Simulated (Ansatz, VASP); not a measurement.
# Bi2Se3: VASP beside Ansatz

The input INCAR:

```
PREC = Accurate ; ENCUT = 520
EDIFF = 1E-7 ; ISMEAR = -1
SIGMA = 0.05 ; LREAL = False
LASPH = True ; NELM = 60
ALGO = Normal ; ISIF = 2
LWAVE = False ; LCHARG = False
GGA = PE ; NBANDS = 32
```

KPOINTS

```
regular mesh
0
Gamma
  6 6 6
```

File POSCAR:

```
Bi2Se3
1.0
    2.0715000000      1.1959810826      9.4498800000
   -2.0715000000      1.1959810826      9.4498800000
    0.0000000000     -2.3919621653      9.4498800000
Bi Se
2 3
Direct
    0.5992000000      0.5992000000      0.5992000000
    0.4008000000      0.4008000000      0.4008000000
    0.7883000000      0.7883000000      0.7883000000
    0.2117000000      0.2117000000      0.2117000000
    0.0000000000      0.0000000000      0.0000000000
```

input.yaml

```yaml
crystal:
  lattice:
    - [2.0715, 1.1959810826, 9.44988]
    - [-2.0715, 1.1959810826, 9.44988]
    - [0.0, -2.3919621653, 9.44988]
  atoms:
    - { symbol: Bi, position: [0.5992, 0.5992, 0.5992] }
    - { symbol: Bi, position: [0.4008, 0.4008, 0.4008] }
    - { symbol: Se, position: [0.7883, 0.7883, 0.7883] }
    - { symbol: Se, position: [0.2117, 0.2117, 0.2117] }
    - { symbol: Se, position: [0.0, 0.0, 0.0] }
hamiltonian:
  xc: pbe
  pseudopotentials: { kind: paw }
kpoints:
  mp_grid: { grid: [6, 6, 6] }
scf:
  occupations: { method: fermi_dirac, width: 0.05 }
output:
  forces: true
  stress: true
  eigenvalues: true
```

Alike in both runs: task single point; functional PBE; k mesh 6 × 6 × 6; occupations fermi-dirac, width 0.05 eV; no spin polarisation.

|  | VASP | Ansatz |
| --- | --- | --- |
| version | VASP 6.6.1 | Ansatz 0.2.0 |
| potentials or method | VASP PAW PBE potentials, release 64 (Bi_d, Se) | Ansatz PAW |
| plane-wave cutoff (eV) | 520 | 420 |
| valence electrons in the cell | 48 | 78 |

```csv
,VASP,Ansatz,Ansatz less VASP
gap on the k mesh at the Fermi level (eV),0.18,0.18,+0.002
least direct gap on the mesh (eV),0.18,0.18,+0.002
pressure (GPa),3.2,3.2,-0.03
"traceless stress, the component that is largest in VASP (GPa)",0.28,0.28,+0.001
rms of the force components (eV/Å),0.131,0.125,-0.0061
```

Atom by atom the forces differ by 0.006 eV/Å (rms over components). VASP's potentials hold 48 valence electrons a cell and Ansatz's 78, so a difference there can come from the potentials and not from the codes.

Spin-orbit coupling is off throughout.
